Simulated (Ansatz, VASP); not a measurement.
# Sn: VASP beside Ansatz

File INCAR:

```
SYSTEM = Sn
  PREC = Accurate
  ENCUT = 500
  EDIFF = 1E-6
  ISMEAR = -1
  SIGMA = 0.05
  LREAL = .FALSE.
  LASPH = .TRUE.
  NELM = 120
  ALGO = Normal
  ISIF = 2
  LWAVE = .FALSE.
  LCHARG = .TRUE.
  GGA = RP
  LELF = .TRUE.
  LVHAR = .TRUE.
  NBANDS = 13
  GGA_COMPAT = .FALSE.
```

KPOINTS

```
regular mesh
0
G
  10 10 10
  0 0 0
```

File POSCAR:

```
Sn
1.0
   -1.8946518192      1.8946518192      1.8946518192
    1.8946518192     -1.8946518192      1.8946518192
    1.8946518192      1.8946518192     -1.8946518192
Sn
1
Direct
    0.0000000000      0.0000000000      0.0000000000
```

input.yaml

```yaml
crystal:
  lattice:
    - [-1.8946518192, 1.8946518192, 1.8946518192]
    - [1.8946518192, -1.8946518192, 1.8946518192]
    - [1.8946518192, 1.8946518192, -1.8946518192]
  atoms:
    - { symbol: Sn, position: [0.0, 0.0, 0.0] }
hamiltonian:
  xc: rpbe
  pseudopotentials: { kind: paw }
kpoints:
  mp_grid: { grid: [10, 10, 10] }
  band_path:
    path:
      - [[0.0, 0.0, 0.0], [0.5, -0.5, 0.5], [0.0, 0.0, 0.5], [0.0, 0.0, 0.0], [0.25, 0.25, 0.25], [0.5, -0.5, 0.5]]
      - [[0.25, 0.25, 0.25], [0.0, 0.0, 0.5]]
    npoints: 14
scf:
  occupations: { method: fermi_dirac, width: 0.05 }
  n_extra_bands: 6
output:
  forces: true
  stress: true
  eigenvalues: true
  fatbands: false
  write_density: true
  write_potential: true
  elf: true
  volumetric_format: npy
```

Alike in both runs: functional RPBE; k mesh 10 × 10 × 10; occupations fermi-dirac, width 0.05 eV; no spin polarisation.

|  | VASP | Ansatz |
| --- | --- | --- |
| version | VASP 6.6.1 | Ansatz 0.2.0 |
| potentials or method | VASP PAW PBE potentials, release 64 (Sn_d) | Ansatz PAW |
| plane-wave cutoff (eV) | 500 | 420 |
| valence electrons in the cell | 14 | 14 |
| task | single point | band structure |

|  | VASP | Ansatz | Ansatz less VASP |
| --- | --- | --- | --- |
| gap on the k mesh at the Fermi level (eV) | none | none | - |
| pressure (GPa) | 2.0 | 2.0 | +0.05 |

VASP's potentials were made for PBE, not for RPBE. A gap of «none» marks a metal or a gap that the smearing closes.
